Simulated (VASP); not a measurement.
**TaN: single point with PBEsol**

TaN:

```xyz
2
Lattice="0.0000 2.1355 2.1355 2.1355 0.0000 2.1355 2.1355 2.1355 0.0000" Properties=species:S:1:pos:R:3 pbc="T T T"
Ta    2.1355    2.1355    2.1355
N     0.0000    0.0000    0.0000
```

| Property | Result |
| --- | --- |
| Program | VASP 6.6.1 |
| Task | single point |
| Functional | PBEsol |
| Potentials or basis | VASP PAW PBE potentials, release 64 (Ta_pv, N) |
| Cutoff | 520 eV |
| k mesh | 10 × 10 × 10 |
| Occupations | fermi-dirac, width 0.05 eV |
| Spin | no spin polarisation |

```json
{
 "Pressure": "31.8 GPa",
 "Band gap on the k mesh": "zero (band 8 reaches 12.58 eV, above the bottom of band 9 at 8.00 eV)"
}
```

Levels at points of the mesh, in eV from the Fermi level:
```
           k point  band 5  band 6  band 7  band 8  band 9  band 10  band 11  band 12
(0.00, 0.00, 0.00)   -4.05   -4.05   -4.05   -2.42   -2.42    -2.42     0.02     0.02
(0.50, 0.00, 0.00)  -11.16   -8.26   -8.26    2.16    2.16     2.28     4.08     8.51
(0.50, 0.50, 0.00)   -6.79   -6.16   -4.81   -4.81    2.36     4.06     4.06     5.54
```

Run time: 9.5 s on 1 thread of Intel(R) Xeon(R) Platinum 8175M CPU @ 2.50GHz (Skylake/Cascade Lake), on a shared host, peak memory 0.15 GiB.

Caveat: the PAW data sets were made with another functional, which shifts forces and pressure a little; spin-orbit coupling is left out, which moves the levels of the heavy elements.
